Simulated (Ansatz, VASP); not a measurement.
This is a calculation of Cs for VASP 6.6.1.

Contents of INCAR:

```
PREC = Accurate
ENCUT = 520
EDIFF = 1E-7
ISMEAR = -1
SIGMA = 0.05
LREAL = False
LASPH = True
NELM = 60
ALGO = Fast
ISIF = 2
LWAVE = False
LCHARG = True
GGA = PE
LELF = True
LVHAR = True
NBANDS = 26
```

KPOINTS

```
regular mesh
0
Gamma
  6 6 2
```

The input POSCAR:

```
Cs
1.0
    5.4906843673      0.0000000000      0.0000000000
   -2.7453421837      4.7550721463      0.0000000000
    0.0000000000      0.0000000000     18.2712529279
Cs
4
Direct
    0.6666666667      0.3333333333      0.7500000000
    0.0000000000      0.0000000000      0.5000000000
    0.3333333333      0.6666666667      0.2500000000
    0.0000000000      0.0000000000      0.0000000000
```

Potentials or basis: VASP PAW PBE potentials, release 64 (Cs_sv).

Run with:

```bash
$ cat potpaw_PBE.64/Cs_sv/POTCAR > POTCAR
$ mpirun -np 1 vasp_std > vasp.out
```

**Question.** Set up the same calculation for Ansatz 0.2.0. Potentials there: Ansatz PAW.

**Answer.** As run (the cutoff follows the program's own potentials):

File input.yaml:

```yaml
crystal:
  lattice:
    - [5.4906843673, 0.0, 0.0]
    - [-2.7453421837, 4.7550721463, 0.0]
    - [0.0, 0.0, 18.2712529279]
  atoms:
    - { symbol: Cs, position: [0.6666666667, 0.3333333333, 0.75] }
    - { symbol: Cs, position: [0.0, 0.0, 0.5] }
    - { symbol: Cs, position: [0.3333333333, 0.6666666667, 0.25] }
    - { symbol: Cs, position: [0.0, 0.0, 0.0] }
hamiltonian:
  xc: pbe
  pseudopotentials: { kind: paw }
kpoints:
  mp_grid: { grid: [6, 6, 2] }
scf:
  occupations: { method: fermi_dirac, width: 0.05 }
output:
  forces: true
  stress: true
  eigenvalues: true
```

Potentials or basis: Ansatz PAW.

Launch:

```sh
$ ansatz run input.yaml --threads 2 --pin off --max-ram 5120MiB --backend cpu --events-out ev --progress --plain --runs-dir out
```

Both were run:

|  | VASP | Ansatz | Ansatz less VASP |
| --- | --- | --- | --- |
| gap on the k mesh at the Fermi level (eV) | none | none | - |
| pressure (GPa) | 0.0 | 0.0 | +0.01 |
| traceless stress, the component that is largest in VASP (GPa) | -0.09 | -0.09 | 0.000 |

A gap of «none» marks a metal or a gap that the smearing closes.

Neither program's run includes spin-orbit coupling.
